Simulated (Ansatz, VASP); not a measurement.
**One calculation of Pb, two programs**

```xyz
1
Lattice="-2.0185 2.0185 2.0185 2.0185 -2.0185 2.0185 2.0185 2.0185 -2.0185" Properties=species:S:1:pos:R:3 pbc="T T T"
Pb    0.0000    0.0000    0.0000
```

Change from the starting cell: volume scaled by 1.06.

Alike in both runs: task single point; functional pbe exchange, pbesol correlation; k mesh 9 × 9 × 9; occupations gaussian, width 0.01 eV; no spin polarisation.

|  | VASP | Ansatz |
| --- | --- | --- |
| version | VASP 6.6.1 | Ansatz 0.2.0 |
| potentials or method | VASP PAW PBE potentials, release 64 (Pb_d), cutoff 500 eV | all-electron LAPW, scalar-relativistic |

```tsv
	VASP	Ansatz	Ansatz less VASP
gap on the k mesh at the Fermi level (eV)	none	none	-
pressure (GPa)	-1.1	-1.0	+0.05
```

VASP's potentials were made for PBE, not for pbe exchange, pbesol correlation. A gap of «none» marks a metal or a gap that the smearing closes. Ansatz ran all-electron here, and VASP with PAW potentials.

Neither program's run includes spin-orbit coupling.
